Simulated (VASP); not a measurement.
Write the native input for VASP 6.6.1 that does the following.

```yaml
Task: single point
Functional: PBEsol
Potentials_or_basis: VASP PAW PBE potentials, release 64 (F)
Cutoff: 520 eV
k_mesh: 4 × 4 × 2
Occupations: gaussian, width 0.05 eV
Spin: no spin polarisation
Dipole_correction: no
Further_INCAR_settings: ALGO = Normal; EDIFF = 1e-06; NBANDS = 22
```

The structure of F lies in POSCAR:

```
F
1.0
    3.2173830004     -1.7907614553     -0.2481523329
    3.2173830004      1.7907614553     -0.2481523329
   -2.4366999323      0.0000000000      7.1787476776
F
4
Direct
    0.0848459664      0.0848459664      0.0940038325
    0.9151540336      0.9151540336      0.9059961675
    0.5015719855      0.5015719855      0.5937195244
    0.4984280145      0.4984280145      0.4062804756
```

The input as run:

INCAR

```
  PREC = Accurate
  ENCUT = 520
  EDIFF = 1E-6
  ISMEAR = 0
  SIGMA = 0.05
  LREAL = F
  LASPH = T
  NELM = 100
  ALGO = Normal
  ISIF = 2
  LWAVE = F
  LCHARG = F
  GGA = PS
  NBANDS = 22
```

KPOINTS

```
regular mesh
0
Gamma
  4 4 2
```

Potentials or basis: VASP PAW PBE potentials, release 64 (F).

Launch:

```sh
$ cat potpaw_PBE.64/F/POTCAR > POTCAR
$ mpirun -np 1 vasp_std > vasp.out
```

It gave:

| Quantity | Value |
| --- | --- |
| Pressure | -0.7 GPa |
| Largest force | 0.076 eV/Å |
| Band gap on the k mesh | 2.90 eV, indirect (least direct gap 2.98 eV) |

Caveat: the k points lie up to 0.51 Å⁻¹ apart; the PAW data sets were made with another functional, which shifts forces and pressure a little.

Wall time 16 s on 1 thread of Intel(R) Xeon(R) Platinum 8488C (Sapphire Rapids) (shared host), peak memory 0.18 GiB.
